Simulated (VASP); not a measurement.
Input of a VASP 6.6.1 run:

INCAR

```
SYSTEM = Pd3I
  ALGO = Normal
  EDIFF = 1E-6
  ENCUT = 520
  ISIF = 2
  ISMEAR = 1
  LASPH = .True.
  LCHARG = .False.
  LDAU = .True.
  LDAUJ = 0 0
  LDAUL = -1 2
  LDAUPRINT = 1
  LDAUTYPE = 2
  LDAUU = 0 7
  LMAXMIX = 4
  LREAL = .False.
  LWAVE = .False.
  NBANDS = 26
  NELM = 150
  PREC = Accurate
  SIGMA = 0.1
```

File KPOINTS:

```
k-points
0
Gamma
  5 5 6
  0 0 0
```

POSCAR

```
Pd3I
1.0
   -2.1469490000      2.1469490000      3.8759100000
    2.1469490000     -2.1469490000      3.8759100000
    2.1469490000      2.1469490000     -3.8759100000
I Pd
1 3
Direct
   -0.0042590000     -0.0032520000     -0.0084710000
    0.5020540000      0.5023260000      0.0010920000
    0.2436390000      0.7339870000      0.4839260000
    0.7476760000      0.2541000000      0.5039300000
```

Potentials or basis: VASP PAW LDA potentials, release 64 (I, Pd).

Launch:

```bash
$ cat potpaw_LDA.64/I/POTCAR potpaw_LDA.64/Pd/POTCAR > POTCAR
$ mpirun -np 1 vasp_std > vasp.out
```

(1) Estimate the largest force.

(2) Estimate the pressure.

(3) What does it give for the band gap on the k mesh?

Results:

(1) 0.043 eV/Å.

(2) -21.1 GPa.

(3) zero (an odd number of electrons rules out a gap without spin polarisation).

Caveat: the cell stands under tension; spin-orbit coupling is left out, which moves the levels of the heavy elements; U without spin polarisation on a metal has little footing.
